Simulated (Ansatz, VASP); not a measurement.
Two plane-wave programs on NaPd

The input INCAR:

```
SYSTEM = NaPd
PREC     = Accurate       ! precision mode
ENCUT    = 600            ! plane-wave cutoff, eV
EDIFF    = 1E-7           ! SCF threshold, eV
ISMEAR   = 0              ! smearing method
SIGMA    = 0.1            ! smearing width, eV
LREAL    = .False.        ! projectors in reciprocal space
LASPH    = .True.         ! aspherical terms in the spheres
NELM     = 100            ! most SCF steps
ALGO     = Normal         ! electronic algorithm
ISIF     = 3              ! what is computed and relaxed
LWAVE    = .False.        ! write WAVECAR
LCHARG   = .False.        ! write CHGCAR
GGA      = PE             ! functional
IBRION   = 2              ! ionic algorithm
NSW      = 90             ! ionic steps
EDIFFG   = -0.04          ! ionic threshold
```

File KPOINTS:

```
regular mesh
0
Gamma
  6 6 6
  0 0 0
```

File POSCAR:

```
NaPd
1.0
    1.8710586083     -4.9368134226      0.0000000000
    1.8710586083      4.9368134226      0.0000000000
    0.0000000000      0.0000000000      3.7168326408
Na Pd
2 2
Direct
    0.8540000000      0.1460000000      0.7500000000
    0.1460000000      0.8540000000      0.2500000000
    0.5500000000      0.4500000000      0.7500000000
    0.4500000000      0.5500000000      0.2500000000
```

Input for Ansatz:

```yaml
crystal:
  lattice:
    - [1.8710586083, -4.9368134226, 0.0]
    - [1.8710586083, 4.9368134226, 0.0]
    - [0.0, 0.0, 3.7168326408]
  atoms:
    - { symbol: Na, position: [0.854, 0.146, 0.75] }
    - { symbol: Na, position: [0.146, 0.854, 0.25] }
    - { symbol: Pd, position: [0.55, 0.45, 0.75] }
    - { symbol: Pd, position: [0.45, 0.55, 0.25] }
basis:
  ecutwfc: 420
kpoints:
  mp_grid: { grid: [6, 6, 6] }
hamiltonian:
  xc: pbe
scf:
  occupations: { method: gaussian, width: 0.1 }
  lower_state_search: "off"
output:
  forces: true
  stress: true
  eigenvalues: true
relax:
  adjacent_minimum: "off"
  f_tol: 0.04
  max_steps: 70
  cell: { stress_tol: 0.4 }
```

Alike in both runs: task relaxation of cell and atoms; functional PBE; k mesh 6 × 6 × 6; occupations gaussian, width 0.1 eV; no spin polarisation.

```csv
,VASP,Ansatz
version,VASP 6.6.1,Ansatz 0.2.0
potentials or method,"VASP PAW PBE potentials, release 64 (Na_pv, Pd), cutoff 600 eV","scalar-relativistic, plane waves, PAW"
valence electrons in the cell,34,54
```

|  | VASP | Ansatz | Ansatz less VASP |
| --- | --- | --- | --- |
| gap on the k mesh at the Fermi level, each at its own relaxed structure (eV) | none | none | - |
| relaxed volume (Å³/atom) | 19.42 | 23.31 | +3.893 |
| relaxed length of the cell vector where the two differ most in proportion (Å) | 4.796 | 4.390 | -0.4059 |

A gap of «none» marks a metal or a gap that the smearing closes. One of these differences is far larger than is usual between the two programs; its cause wasn't traced. VASP's potentials hold 34 valence electrons a cell and Ansatz's 54, so a difference there can come from the potentials and not from the codes.
